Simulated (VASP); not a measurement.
A run of VASP 6.6.1 is set up as follows.

Contents of INCAR:

```
SYSTEM = Cd
PREC = Accurate
ENCUT = 520
EDIFF = 1E-7
ISMEAR = -1
SIGMA = 0.06122561905347299
LREAL = .False.
LASPH = .True.
NELM = 100
ALGO = Normal
ISIF = 2
LWAVE = .False.
LCHARG = .True.
GGA = PE
LELF = .True.
LVHAR = .True.
NBANDS = 12
```

File KPOINTS:

```
Automatic mesh
0
Gamma
  21 21 21
  0 0 0
```

The input POSCAR:

```
Cd
1.0
    0.0000000000      2.2522949052      2.2522949052
    2.2522949052      0.0000000000      2.2522949052
    2.2522949052      2.2522949052      0.0000000000
Cd
1
Direct
    0.0000000000      0.0000000000      0.0000000000
```

Potentials or basis: VASP PAW PBE potentials, release 64 (Cd).

Launch:

```bash
$ cat potpaw_PBE.64/Cd/POTCAR > POTCAR
$ mpirun -np 1 vasp_std > vasp.out
```

Q: Predict the pressure.

A: 0.2 GPa.

Q: What does it give for the band gap on the k mesh?

A: Zero (bands 6 and 7 overlap by 2.72 eV).
